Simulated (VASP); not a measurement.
# As (Pm-3m) in VASP: notebook

The runs below take As through single point, with revPBE.

Program: VASP 6.6.1. These are calculated values, not measurements. Logs are shortened: lines on timing, memory, paths and dates and some standing lists are left out, and cuts for length are marked.

**1. The cell of the first run**

The structure is cubic, space group Pm-3m (No. 221). Conventional cell: a = 2.748 Å, b = 2.748 Å, c = 2.748 Å, α = 90.00°, β = 90.00°, γ = 90.00°. As (site symmetry m-3m) has 6 As at 2.75 Å within 3.6 Å.

**2. Single point, revPBE**

File INCAR:

```
ALGO = Normal
EDIFF = 1E-6
ENCUT = 520
GGA = RE
ISIF = 2
ISMEAR = -1
LASPH = True
LCHARG = False
LREAL = False
LWAVE = False
NBANDS = 8
NELM = 80
PREC = Accurate
SIGMA = 0.1
```

File KPOINTS:

```
k-points
0
Gamma
  12 12 12
```

File POSCAR:

```
As
1.0
    2.7480308684      0.0000000000      0.0000000000
    0.0000000000      2.7480308684      0.0000000000
    0.0000000000      0.0000000000      2.7480308684
As
1
Direct
    0.0000000000      0.0000000000      0.0000000000
```

Potentials or basis: VASP PAW PBE potentials, release 64 (As).

The run is started by

```console
$ cat potpaw_PBE.64/As/POTCAR > POTCAR
$ mpirun -np 1 vasp_std > vasp.out
```

OUTCAR:

```text
EDIFF = 1E-6
   ENCUT = 520
   GGA = RE
   ISIF = 2
   ISMEAR = -1
   LASPH = True
   LREAL = False
   NELM = 80
   PREC = Accurate

 ion  position               nearest neighbor table
   1  0.000  0.000  0.000-

  LATTYP: Found a simple cubic cell.
 ALAT       =     2.7480308684

  Lattice vectors:

 A1 = (   2.7480308684,   0.0000000000,   0.0000000000)
 A2 = (   0.0000000000,   2.7480308684,   0.0000000000)
 A3 = (   0.0000000000,   0.0000000000,   2.7480308684)

Analysis of symmetry for initial positions (statically):
=====================================================================
 Subroutine PRICEL returns:
 Original cell was already a primitive cell.

 Routine SETGRP: Setting up the symmetry group for a
 simple cubic supercell.

 Subroutine GETGRP returns: Found 48 space group operations
 (whereof 48 operations were pure point group operations)
 out of a pool of 48 trial point group operations.

The static configuration has the point symmetry O_h .

Analysis of symmetry for dynamics (positions and initial velocities):
=====================================================================
 Subroutine PRICEL returns:
 Original cell was already a primitive cell.

 Routine SETGRP: Setting up the symmetry group for a
 simple cubic supercell.

 Subroutine GETGRP returns: Found 48 space group operations
 (whereof 48 operations were pure point group operations)
 out of a pool of 48 trial point group operations.

The dynamic configuration has the point symmetry O_h .

 Subroutine INISYM returns: Found 48 space group operations
 (whereof 48 operations are pure point group operations),
 and found     1 'primitive' translations

----------------------------------------------------------------------------------------

                                     Primitive cell

  volume of cell :      20.7522

  direct lattice vectors                    reciprocal lattice vectors
     2.748030868  0.000000000  0.000000000     0.363896931  0.000000000  0.000000000
     0.000000000  2.748030868  0.000000000     0.000000000  0.363896931  0.000000000
     0.000000000  0.000000000  2.748030868     0.000000000  0.000000000  0.363896931

  length of vectors
     2.748030868  2.748030868  2.748030868     0.363896931  0.363896931  0.363896931

  position of ions in fractional coordinates (direct lattice)
     0.000000000  0.000000000  0.000000000

  ion indices of the primitive-cell ions
   primitive index   ion index
                 1           1

----------------------------------------------------------------------------------------

 KPOINTS: k-points

Automatic generation of k-mesh.
 Grid dimensions read from file:
 generate k-points for:   12   12   12

 Generating k-lattice:

  Cartesian coordinates                     Fractional coordinates (reciprocal lattice)
     0.030324744  0.000000000  0.000000000     0.083333333  0.000000000  0.000000000
     0.000000000  0.030324744  0.000000000     0.000000000  0.083333333  0.000000000
     0.000000000  0.000000000  0.030324744     0.000000000  0.000000000  0.083333333

  Length of vectors
     0.030324744  0.030324744  0.030324744

  Shift w.r.t. Gamma in fractional coordinates (k-lattice)
     0.000000000  0.000000000  0.000000000

 Subroutine IBZKPT returns following result:
 ===========================================

 Found     84 irreducible k-points:

 Following reciprocal coordinates:
            Coordinates               Weight
  0.000000  0.000000  0.000000      1.000000
  0.083333  0.000000  0.000000      6.000000
  0.166667  0.000000  0.000000      6.000000
  0.250000  0.000000  0.000000      6.000000
  0.333333  0.000000  0.000000      6.000000
  0.416667  0.000000  0.000000      6.000000
[... 16 lines left out ...]
  0.333333  0.333333  0.000000     12.000000
  0.416667  0.333333  0.000000     24.000000
 [... further k-points ...]
   k-points           NKPTS =     84   k-points in BZ     NKDIM =     84   number of bands    NBANDS=      8
   number of dos      NEDOS =    301   number of ions     NIONS =      1
   total plane-waves  NPLWV =   8000
   dimension x,y,z NGX =    20 NGY =   20 NGZ =   20
   dimension x,y,z NGXF=    40 NGYF=   40 NGZF=   40
   ions per type =               1
   NGX,Y,Z   is equivalent  to a cutoff of  12.10, 12.10, 12.10 a.u.
   NGXF,Y,Z  is equivalent  to a cutoff of  24.20, 24.20, 24.20 a.u.
 SYSTEM =  unknown system
   PREC   = accura    normal or accurate (medium, high low for compatibility)
   ISTART =      0    job   : 0-new  1-cont  2-samecut
   ICHARG =      2    charge: 1-file 2-atom 10-const
   ISPIN  =      1    spin polarized calculation?
   LNONCOLLINEAR =      F non collinear calculations
   LSORBIT =      F    spin-orbit coupling
   LASPH  =      T    aspherical Exc in radial PAW
   ENCUT  =  520.0 eV  38.22 Ry    6.18 a.u.   5.11  5.11  5.11*2*pi/ulx,y,z
   NELM   =     80;   NELMIN=  2; NELMDL= -5     # of ELM steps
   EDIFF  = 0.1E-05   stopping-criterion for ELM
   LREAL  =      F    real-space projection
   EDIFFG = 0.1E-04   stopping-criterion for IOM
   NSW    =      0    number of steps for IOM
   IBRION =     -1    ionic relax: 0-MD 1-quasi-New 2-CG
   NFREE  =      0    steps in history (QN), initial steepest desc. (CG)
   ISIF   =      2    stress and relaxation
   ISYM   =      2    0-nonsym 1-usesym 2-fastsym
   POTIM  = 0.5000    time-step for ionic-motion
   TEBEG  =    0.0;   TEEND  =   0.0 temperature during run
   PSTRESS=    0.0 pullay stress
   NELECT =       5.0000    total number of electrons
   NUPDOWN=      -1.0000    fix difference up-down
   EMIN   =  10.00;   EMAX   =-10.00  energy-range for DOS
   EFERMI =   0.00;   METHOD = LEGACY
   ISMEAR =    -1;   SIGMA  =   0.10  broadening in eV -4-tet -1-fermi 0-gaus
   EFERMI_NEDOS =   21; number of points for ismear=-14 and -15
   IALGO  =     38    algorithm
   IMIX   =      4    mixing-type and parameters
     AMIX     =   0.40;   BMIX     =  1.00
     AMIX_MAG =   1.60;   BMIX_MAG =  1.00
  volume/ion in A,a.u.               =      20.75       140.04
  Fermi-wavevector in a.u.,A,eV,Ry     =   1.018693  1.925050 14.119241  1.037735
  Thomas-Fermi vector in A             =   2.152165
   LORBIT       =      0    0 simple, 1 ext, 2 COOP (PROOUT), +10 PAW based schemes
   GGA     = RE    functional components
   LHFCALC =     F    Hartree Fock is set to
   AEXX    =    0.0000 exact exchange contribution
   IVDW    =     0    specifies the selected vdW correction
   LEPSILON=     F    determine dielectric tensor
   LRPA    =     F    only Hartree local field effects (RPA)
 non-spin polarized calculation
  energy-cutoff  :      520.00
  volume of cell :       20.75
 maximum number of plane-waves:       587
   NGX = 11   NGY = 11   NGZ = 11

 number of electron       5.0000000 magnetization

 Free energy of the ion-electron system (eV)
  ---------------------------------------------------
  ext. energy  EPLUGINS =         0.00000000
  ---------------------------------------------------
  free energy    TOTEN  =        -4.22248742 eV

  energy without entropy =       -4.20272318  energy(sigma->0) =       -4.21260530

 E-fermi :   5.5928     XC(G=0): -10.1815

 val. band max:        5.5711524429   @ k =   0.4167   0.2500   0.0833
 cond. band min:       5.6539479187   @ k =   0.1667   0.0833   0.0000
 fundamental gap:      0.0827954758
 Fermi energy:         5.5927698231

 k-point     1 :       0.0000    0.0000    0.0000
  band No.  band energies     occupation
      1      -9.0812      2.00000
      2       9.4384      0.00000
      3       9.4384      0.00000
      4       9.4384      0.00000
      5      13.8798      0.00000
      6      13.8798      0.00000
      7      15.6655      0.00000
      8      29.7221      0.00000

 k-point     2 :       0.0833    0.0000    0.0000
  band No.  band energies     occupation
      1      -8.9592      2.00000
      2       7.9798      0.00000
      3       9.5446      0.00000
      4       9.5446      0.00000
      5      13.9901      0.00000
      6      14.8159      0.00000
      7      16.5199      0.00000
      8      27.9384      0.00000

 k-point     3 :       0.1667    0.0000    0.0000
  band No.  band energies     occupation
      1      -8.5985      2.00000
      2       5.5454      1.23233
      3       9.8523      0.00000
      4       9.8523      0.00000
      5      14.3152      0.00000
      6      15.4954      0.00000
      7      19.2187      0.00000
      8      25.5551      0.00000

 k-point     4 :       0.2500    0.0000    0.0000
  band No.  band energies     occupation
      1      -8.0182      2.00000
      2       3.1784      2.00000
      3      10.3240      0.00000
      4      10.3240      0.00000
      5      14.8336      0.00000
      6      16.1713      0.00000
      7      22.0422      0.00000
      8      23.4020      0.00000

 k-point     5 :       0.3333    0.0000    0.0000
  band No.  band energies     occupation
      1      -7.2723      2.00000
      2       1.1101      2.00000
      3      10.8792      0.00000
      4      10.8792      0.00000
      5      15.4888      0.00000
      6      17.0550      0.00000
      7      21.6299      0.00000
      8      21.6299      0.00000

 k-point     6 :       0.4167    0.0000    0.0000
  band No.  band energies     occupation
      1      -6.5156      2.00000
      2      -0.4530      2.00000
      3      11.3662      0.00000
      4      11.3662      0.00000
      5      16.1317      0.00000
      6      18.1681      0.00000
      7      20.4086      0.00000
      8      20.4086      0.00000

 k-point     7 :       0.5000    0.0000    0.0000
  band No.  band energies     occupation
      1      -6.1459      2.00000
      2      -1.0934      2.00000
      3      11.5693      0.00000
      4      11.5693      0.00000
      5      16.4327      0.00000
      6      19.3420      0.00000
      7      19.7039      0.00000
      8      19.9602      0.00000

 k-point     8 :       0.0833    0.0833    0.0000
  band No.  band energies     occupation
      1      -8.8373      2.00000
      2       7.9717      0.00000
      3       8.2160      0.00000
      4       9.6507      0.00000
      5      14.4810      0.00000
      6      15.8082      0.00000
      7      16.9059      0.00000
      8      26.1892      0.00000

 k-point     9 :       0.1667    0.0833    0.0000
  band No.  band energies     occupation
      1      -8.4765      2.00000
      2       5.6539      0.70331
      3       8.4280      0.00000
      4       9.9580      0.00000
      5      14.8847      0.00000
      6      16.6471      0.00000
      7      19.2575      0.00000
      8      23.8836      0.00000

 k-point    10 :       0.2500    0.0833    0.0000
  band No.  band energies     occupation
      1      -7.8963      2.00000
      2       3.2919      2.00000
      3       8.9262      0.00000
      4      10.4290      0.00000
      5      15.4402      0.00000
      6      17.1710      0.00000
      7      21.0069      0.00000
      8      22.9855      0.00000
[... 78 lines left out ...]
 k-point    18 :       0.5000    0.1667    0.0000
  band No.  band energies     occupation
      1      -5.6591      2.00000
      2      -0.6386      2.00000
      3       8.0423      0.00000
      4      11.9673      0.00000
      5      14.4297      0.00000
      6      18.1578      0.00000
      7      20.3974      0.00000
      8      21.0604      0.00000

 k-point    19 :       0.2500    0.2500    0.0000
  band No.  band energies     occupation
      1      -6.9542      2.00000
      2       3.9233      2.00000
      3       4.4245      1.99998
      4      11.1980      0.00000
      5      15.5675      0.00000
      6      17.0138      0.00000
      7      23.4521      0.00000
      8      23.6547      0.00000

 k-point    20 :       0.3333    0.2500    0.0000
  band No.  band energies     occupation
      1      -6.2059      2.00000
      2       2.0887      2.00000
      3       4.8550      1.99875
      4      11.7432      0.00000
      5      13.9346      0.00000
      6      17.5702      0.00000
      7      22.5360      0.00000
      8      23.5463      0.00000

 k-point    21 :       0.4167    0.2500    0.0000
  band No.  band energies     occupation
      1      -5.4441      2.00000
      2       0.5348      2.00000
      3       5.4649      1.56461
      4      12.2191      0.00000
      5      12.6038      0.00000
      6      18.4188      0.00000
      7      21.3550      0.00000
      8      22.3673      0.00000

 k-point    22 :       0.5000    0.2500    0.0000
  band No.  band energies     occupation
      1      -5.0699      2.00000
      2      -0.1067      2.00000
      3       5.7405      0.37154
      4      12.0822      0.00000
      5      12.4166      0.00000
      6      18.9331      0.00000
      7      20.9188      0.00000
      8      21.6677      0.00000

 k-point    23 :       0.3333    0.3333    0.0000
  band No.  band energies     occupation
      1      -5.4535      2.00000
      2       2.5468      2.00000
      3       3.0006      2.00000
      4      12.0396      0.00000
      5      12.2797      0.00000
      6      18.3525      0.00000
      7      22.9323      0.00000
      8      23.4906      0.00000

 k-point    24 :       0.4167    0.3333    0.0000
  band No.  band energies     occupation
      1      -4.6836      2.00000
      2       1.1880      2.00000
      3       3.4141      2.00000
      4      10.6566      0.00000
      5      12.7454      0.00000
      6      19.2524      0.00000
      7      21.9998      0.00000
      8      23.1918      0.00000

 [... further k-points ...]

------------------------ aborting loop because EDIFF is reached ----------------------------------------

  FORCE on cell =-STRESS in cart. coord.  units (eV):
  Direction    XX          YY          ZZ          XY          YZ          ZX
  --------------------------------------------------------------------------------------
  -------------------------------------------------------------------------------------
  Total        0.0122881      0.0122881      0.0122881      0.0000000      0.0000000      0.0000000
  in kB        0.9487030      0.9487030      0.9487030      0.0000000      0.0000000      0.0000000
  external PRESSURE =       0.9487030 kB  Pullay stress =       0.0000000 kB

 VOLUME and BASIS-vectors are now :
 -----------------------------------------------------------------------------
  energy-cutoff  :      520.00
  volume of cell :       20.75
      direct lattice vectors                 reciprocal lattice vectors
     2.748030868  0.000000000  0.000000000     0.363896931  0.000000000  0.000000000
     0.000000000  2.748030868  0.000000000     0.000000000  0.363896931  0.000000000
     0.000000000  0.000000000  2.748030868     0.000000000  0.000000000  0.363896931

 POSITION                                       TOTAL-FORCE (eV/Angst)
 -----------------------------------------------------------------------------------
      0.00000      0.00000      0.00000         0.000000      0.000000      0.000000
 -----------------------------------------------------------------------------------
    total drift:                                0.000000     -0.000000      0.000000

  FREE ENERGIE OF THE ION-ELECTRON SYSTEM (eV)
  ---------------------------------------------------
  free  energy   TOTEN  =        -4.2224874235 eV

  energy  without entropy=       -4.2027231796  energy(sigma->0) =       -4.21260530
```

Wall time 4.5 s (1 thread of AMD EPYC 9R45 (Zen 5), shared host); peak memory 0.1 GiB.

Results:

```yaml
Free_energy: -4.2225 eV
Pressure: 0.1 GPa
```

Levels at points of the mesh, in eV from the Fermi level:
| k point | band 1 | band 2 | band 3 | band 4 | band 5 | band 6 | band 7 | band 8 |
| --- | --- | --- | --- | --- | --- | --- | --- | --- |
| (0.00, 0.00, 0.00) | -14.67 | 3.85 | 3.85 | 3.85 | 8.29 | 8.29 | 10.07 | 24.13 |
| (0.50, 0.00, 0.00) | -11.74 | -6.69 | 5.98 | 5.98 | 10.84 | 13.75 | 14.11 | 14.37 |
| (0.50, 0.50, 0.00) | -8.69 | -4.17 | -4.17 | 2.60 | 7.98 | 15.76 | 16.94 | 16.94 |
| (0.50, 0.50, 0.50) | -5.36 | -1.87 | -1.87 | -1.87 | 5.88 | 5.88 | 5.88 | 9.50 |

Caveat: the PAW data sets were made with another functional, which shifts forces and pressure a little.

(Part 1 of 2 ends here.)
